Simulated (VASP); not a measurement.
# Mg in VASP: single point with r2SCAN

Aim: the single point of Mg with r2SCAN.

Program: VASP 6.6.1. These are calculated values, not measurements. Logs are shortened: lines on timing, memory, paths and dates and some standing lists are left out, and cuts for length are marked.

### 1 The cell of the first run

The cell holds a slab with vacuum, 6 atoms: a = 3.188 Å, b = 3.188 Å, c = 27.843 Å, α = 90.00°, β = 90.00°, γ = 120.00°.

### 2 Single point, r2SCAN

Contents of POSCAR:

```
Mg
1.0
    3.1877281262      0.0000000000      0.0000000000
   -1.5938640631      2.7606535377      0.0000000000
    0.0000000000      0.0000000000     27.8430169302
Mg
6
Direct
    0.6666666667      0.3333333333      0.2693673613
    0.3333333333      0.6666666667      0.3618169674
    0.6666666667      0.3333333333      0.4537751969
    0.3333333333      0.6666666667      0.5462248031
    0.0000000000      0.0000000000      0.6386744092
    0.3333333333      0.6666666667      0.7306326387
```

Contents of INCAR.step1:

```
SYSTEM = Mg
ALGO     = Normal         ! electronic algorithm
DIPOL    = 0.5 0.5 0.500
EDIFF    = 1E-4           ! SCF threshold, eV
ENCUT    = 520            ! plane-wave cutoff, eV
GGA      = PE             ! functional
IDIPOL   = 3            
ISMEAR   = 0              ! smearing method
LASPH    = .True.         ! aspherical terms in the spheres
LCHARG   = .False.        ! write CHGCAR
LDIPOL   = .True.       
LREAL    = .False.        ! projectors in reciprocal space
LWAVE    = .True.         ! write WAVECAR
NBANDS   = 15             ! bands
NELM     = 100            ! most SCF steps
PREC     = Accurate       ! precision mode
SIGMA    = 0.1            ! smearing width, eV
```

Contents of INCAR.step2:

```
SYSTEM = Mg
ALGO     = Normal         ! electronic algorithm
DIPOL    = 0.5 0.5 0.500
EDIFF    = 1E-6           ! SCF threshold, eV
ENCUT    = 520            ! plane-wave cutoff, eV
IDIPOL   = 3            
ISIF     = 2              ! what is computed and relaxed
ISMEAR   = 0              ! smearing method
ISTART   = 1            
LASPH    = .True.         ! aspherical terms in the spheres
LCHARG   = .True.         ! write CHGCAR
LDIPOL   = .True.       
LELF     = .True.         ! ELF
LMIXTAU  = .True.       
LREAL    = .False.        ! projectors in reciprocal space
LVACPOTAV= .True.       
LVHAR    = .True.       
LWAVE    = .False.        ! write WAVECAR
METAGGA  = R2SCAN         ! meta-GGA
NBANDS   = 15             ! bands
NELM     = 100            ! most SCF steps
PREC     = Accurate       ! precision mode
SIGMA    = 0.1            ! smearing width, eV
```

Contents of KPOINTS:

```
k-points
0
Gamma
  6 6 1
  0 0 0
```

Potentials or basis: VASP PAW PBE potentials, release 64 (Mg).

Command:

```console
$ cat potpaw_PBE.64/Mg/POTCAR > POTCAR
$ cp INCAR.step1 INCAR
$ mpirun -np 1 vasp_std > vasp.out
$ cp INCAR.step2 INCAR
$ mpirun -np 1 vasp_std > vasp.out
```

OUTCAR:

```text
SYSTEM = Mg
   EDIFF = 1E-6
   ENCUT = 520
   ISIF = 2
   ISMEAR = 0
   ISTART = 1
   LASPH = .True.
   LREAL = .False.
   METAGGA = R2SCAN
   NELM = 100
   PREC = Accurate

 ion  position               nearest neighbor table
   1  0.667  0.333  0.269-   2 3.16   2 3.16   2 3.16
   2  0.333  0.667  0.362-   3 3.15   3 3.15   3 3.15   1 3.16   1 3.16   1 3.16
   3  0.667  0.333  0.454-   2 3.15   2 3.15   2 3.15   4 3.16   4 3.16   4 3.16
   4  0.333  0.667  0.546-   5 3.16   5 3.16   5 3.16   3 3.16   3 3.16   3 3.16
   5  0.000  0.000  0.639-   6 3.15   6 3.15   6 3.15   4 3.16   4 3.16   4 3.16
   6  0.333  0.667  0.731-   5 3.15   5 3.15   5 3.15

  LATTYP: Found a hexagonal cell.
 ALAT       =     3.1877281262
 C/A-ratio  =     8.7344390199

  Lattice vectors:

 A1 = (   3.1877281262,   0.0000000000,   0.0000000000)
 A2 = (  -1.5938640631,   2.7606535377,   0.0000000000)
 A3 = (   0.0000000000,   0.0000000000,  27.8430169302)

Analysis of symmetry for initial positions (statically):
=====================================================================
 Subroutine PRICEL returns:
 Original cell was already a primitive cell.

 Routine SETGRP: Setting up the symmetry group for a
 hexagonal supercell.

 Subroutine GETGRP returns: Found  6 space group operations
 (whereof  6 operations were pure point group operations)
 out of a pool of 24 trial point group operations.

The static configuration has the point symmetry C_3v.

Analysis of symmetry for dynamics (positions and initial velocities):
=====================================================================
 Subroutine PRICEL returns:
 Original cell was already a primitive cell.

 Routine SETGRP: Setting up the symmetry group for a
 hexagonal supercell.

 Subroutine GETGRP returns: Found  6 space group operations
 (whereof  6 operations were pure point group operations)
 out of a pool of 24 trial point group operations.

The dynamic configuration has the point symmetry C_3v.

 Subroutine INISYM returns: Found  6 space group operations
 (whereof  6 operations are pure point group operations),
 and found     1 'primitive' translations

----------------------------------------------------------------------------------------

                                     Primitive cell

  volume of cell :     245.0245

  direct lattice vectors                    reciprocal lattice vectors
     3.187728126  0.000000000  0.000000000     0.313703039  0.181116534  0.000000000
    -1.593864063  2.760653538  0.000000000     0.000000000  0.362233068  0.000000000
     0.000000000  0.000000000 27.843016930     0.000000000  0.000000000  0.035915648

  length of vectors
     3.187728126  3.187728126 27.843016930     0.362233068  0.362233068  0.035915648

  position of ions in fractional coordinates (direct lattice)
     0.666666667  0.333333333  0.269367361
     0.333333333  0.666666667  0.361816967
     0.666666667  0.333333333  0.453775197
     0.333333333  0.666666667  0.546224803
     0.000000000  0.000000000  0.638674409
     0.333333333  0.666666667  0.730632639

  ion indices of the primitive-cell ions
   primitive index   ion index
                 1           1
                 2           2
                 3           3
                 4           4
                 5           5
                 6           6

----------------------------------------------------------------------------------------

 KPOINTS: k-points

Automatic generation of k-mesh.
 Grid dimensions read from file:
 generate k-points for:    6    6    1

 Generating k-lattice:

  Cartesian coordinates                     Fractional coordinates (reciprocal lattice)
     0.052283840  0.030186089  0.000000000     0.166666667  0.000000000  0.000000000
     0.000000000  0.060372178  0.000000000     0.000000000  0.166666667  0.000000000
     0.000000000  0.000000000  0.035915648     0.000000000  0.000000000  1.000000000

  Length of vectors
     0.060372178  0.060372178  0.035915648

  Shift w.r.t. Gamma in fractional coordinates (k-lattice)
     0.000000000  0.000000000  0.000000000

 Subroutine IBZKPT returns following result:
 ===========================================

 Found      7 irreducible k-points:

 Following reciprocal coordinates:
            Coordinates               Weight
  0.000000  0.000000  0.000000      1.000000
  0.166667 -0.000000  0.000000      6.000000
  0.333333  0.000000  0.000000      6.000000
  0.500000  0.000000  0.000000      3.000000
  0.166667  0.166667  0.000000      6.000000
  0.333333  0.166667  0.000000     12.000000
  0.333333  0.333333  0.000000      2.000000
   k-points           NKPTS =      7   k-points in BZ     NKDIM =      7   number of bands    NBANDS=     15
   number of dos      NEDOS =    301   number of ions     NIONS =      6
   total plane-waves  NPLWV = 120960
   dimension x,y,z NGX =    24 NGY =   24 NGZ =  210
   dimension x,y,z NGXF=    48 NGYF=   48 NGZF=  420
   ions per type =               6
   NGX,Y,Z   is equivalent  to a cutoff of  12.52, 12.52, 12.54 a.u.
   NGXF,Y,Z  is equivalent  to a cutoff of  25.03, 25.03, 25.08 a.u.
 SYSTEM =  Mg
   PREC   = accura    normal or accurate (medium, high low for compatibility)
   ISTART =      1    job   : 0-new  1-cont  2-samecut
   ICHARG =      0    charge: 1-file 2-atom 10-const
   ISPIN  =      1    spin polarized calculation?
   LNONCOLLINEAR =      F non collinear calculations
   LSORBIT =      F    spin-orbit coupling
   LASPH  =      T    aspherical Exc in radial PAW
   ENCUT  =  520.0 eV  38.22 Ry    6.18 a.u.   5.93  5.93 51.77*2*pi/ulx,y,z
   NELM   =    100;   NELMIN=  2; NELMDL=  0     # of ELM steps
   EDIFF  = 0.1E-05   stopping-criterion for ELM
   LREAL  =      F    real-space projection
   EDIFFG = 0.1E-04   stopping-criterion for IOM
   NSW    =      0    number of steps for IOM
   IBRION =     -1    ionic relax: 0-MD 1-quasi-New 2-CG
   NFREE  =      0    steps in history (QN), initial steepest desc. (CG)
   ISIF   =      2    stress and relaxation
   ISYM   =      2    0-nonsym 1-usesym 2-fastsym
   POTIM  = 0.5000    time-step for ionic-motion
   TEBEG  =    0.0;   TEEND  =   0.0 temperature during run
   PSTRESS=    0.0 pullay stress
   NELECT =      12.0000    total number of electrons
   NUPDOWN=      -1.0000    fix difference up-down
   EMIN   =  10.00;   EMAX   =-10.00  energy-range for DOS
   EFERMI =   0.00;   METHOD = LEGACY
   ISMEAR =     0;   SIGMA  =   0.10  broadening in eV -4-tet -1-fermi 0-gaus
   EFERMI_NEDOS =   21; number of points for ismear=-14 and -15
   IALGO  =     38    algorithm
   IMIX   =      4    mixing-type and parameters
     AMIX     =   0.40;   BMIX     =  1.00
     AMIX_MAG =   1.60;   BMIX_MAG =  1.00
  volume/ion in A,a.u.               =      40.84       275.58
  Fermi-wavevector in a.u.,A,eV,Ry     =   0.598961  1.131873  4.881153  0.358755
  Thomas-Fermi vector in A             =   1.650263
   LORBIT       =      0    0 simple, 1 ext, 2 COOP (PROOUT), +10 PAW based schemes
   METAGGA = R2SCAN    functional components
   LHFCALC =     F    Hartree Fock is set to
   AEXX    =    0.0000 exact exchange contribution
   IVDW    =     0    specifies the selected vdW correction
   LEPSILON=     F    determine dielectric tensor
   LRPA    =     F    only Hartree local field effects (RPA)
 non-spin polarized calculation
 Gauss-broadening in eV      SIGMA  =   0.10
  energy-cutoff  :      520.00
  volume of cell :      245.02
 maximum number of plane-waves:      6630
 NGX is ok and might be reduce to    24
   NGX = 11   NGY = 11   NGZ =103

 dipolmoment           0.000000      0.000000      0.000995 electrons x Angstroem

 number of electron      12.0000000 magnetization

 dipolmoment           0.000000      0.000000     -0.000309 electrons x Angstroem

 Free energy of the ion-electron system (eV)
  ---------------------------------------------------
  ext. energy  EPLUGINS =         0.00000000
  ---------------------------------------------------
  free energy    TOTEN  =       -24.01719303 eV

  energy without entropy =      -23.99297708  energy(sigma->0) =      -24.00508506

 E-fermi :  -0.2122     XC(G=0):  -5.5861

 val. band max:       -0.2461346336   @ k =   0.3333   0.3333   0.0000
 cond. band min:      -0.1732456081   @ k =   0.3333   0.1667   0.0000
 fundamental gap:      0.0728890255
 Fermi energy:        -0.2121866432

 k-point     1 :       0.0000    0.0000    0.0000
  band No.  band energies     occupation
      1      -7.4385      2.00000
      2      -7.0058      2.00000
      3      -6.3326      2.00000
      4      -5.3450      2.00000
      5      -4.1128      2.00000
      6      -2.6253      2.00000
      7      -1.4764      2.00000
      8       0.4853      0.00000
      9       2.0969      0.00000
     10       3.3458      0.00000
     11       3.7052      0.00000
     12       4.9917      0.00000
     13       5.0636      0.00000
     14       7.1695      0.00000
     15       7.2404      0.00000
[... 91 lines left out ...]
 k-point     7 :       0.3333    0.3333    0.0000
  band No.  band energies     occupation
      1      -0.7820      2.00000
      2      -0.7310      2.00000
      3      -0.6257      2.00000
      4      -0.3776      1.98070
      5      -0.2931      1.74722
      6      -0.2461      1.36884
      7       0.1708      0.00000
      8       0.2320      0.00000
      9       0.3005      0.00000
     10       1.0342      0.00000
     11       1.9181      0.00000
     12       2.0915      0.00000
     13       2.5886      0.00000
     14       2.6557      0.00000
     15       3.0689      0.00000

------------------------ aborting loop because EDIFF is reached ----------------------------------------

  FORCE on cell =-STRESS in cart. coord.  units (eV):
  Direction    XX          YY          ZZ          XY          YZ          ZX
  --------------------------------------------------------------------------------------
  -------------------------------------------------------------------------------------
  Total       -1.5207530     -1.5207530      0.9844486     -0.0000000      0.0000000     -0.0000000
  in kB       -9.9439699     -9.9439699      6.4371581     -0.0000000      0.0000000     -0.0000000
  external PRESSURE =      -4.4835939 kB  Pullay stress =       0.0000000 kB

 VOLUME and BASIS-vectors are now :
 -----------------------------------------------------------------------------
  energy-cutoff  :      520.00
  volume of cell :      245.02
      direct lattice vectors                 reciprocal lattice vectors
     3.187728126  0.000000000  0.000000000     0.313703039  0.181116534  0.000000000
    -1.593864063  2.760653538  0.000000000     0.000000000  0.362233068  0.000000000
     0.000000000  0.000000000 27.843016930     0.000000000  0.000000000  0.035915648

 POSITION                                       TOTAL-FORCE (eV/Angst)
 -----------------------------------------------------------------------------------
      1.59386      0.92022      7.50000        -0.000000     -0.000000     -0.123710
     -0.00000      1.84044     10.07408        -0.000000      0.000000      0.104422
      1.59386      0.92022     12.63447         0.000000     -0.000000     -0.055914
     -0.00000      1.84044     15.20855         0.000000     -0.000000      0.053788
      0.00000      0.00000     17.78262        -0.000000     -0.000000     -0.126728
     -0.00000      1.84044     20.34302         0.000000     -0.000000      0.148142
 -----------------------------------------------------------------------------------
    total drift:                               -0.000001     -0.000000      0.000065

  FREE ENERGIE OF THE ION-ELECTRON SYSTEM (eV)
  ---------------------------------------------------
  free  energy   TOTEN  =       -24.0171930294 eV

  energy  without entropy=      -23.9929770843  energy(sigma->0) =      -24.00508506

 vacuum level on the upper side and lower side of the slab         3.667         3.673
```

Wall time 1.7 min (1 thread of Intel Xeon 6975P-C (Granite Rapids), shared host); peak memory 0.37 GiB.

Results:

| Property | Result |
| --- | --- |
| Free energy | -24.0172 eV |
| Largest force | 0.148 eV/Å |
| Band gap on the k mesh | zero (bands 6 and 7 overlap by 1.30 eV) |

Forces on the atoms (eV/Å):
```
Mg   0.000  0.000 -0.124
Mg   0.000  0.000  0.104
Mg   0.000  0.000 -0.056
Mg   0.000  0.000  0.054
Mg   0.000  0.000 -0.127
Mg   0.000  0.000  0.148
```

Caveat: the k points lie up to 0.38 Å⁻¹ apart, too coarse for converged energies and pressures of a metal; the PAW data sets were made with another functional, which shifts forces and pressure a little.
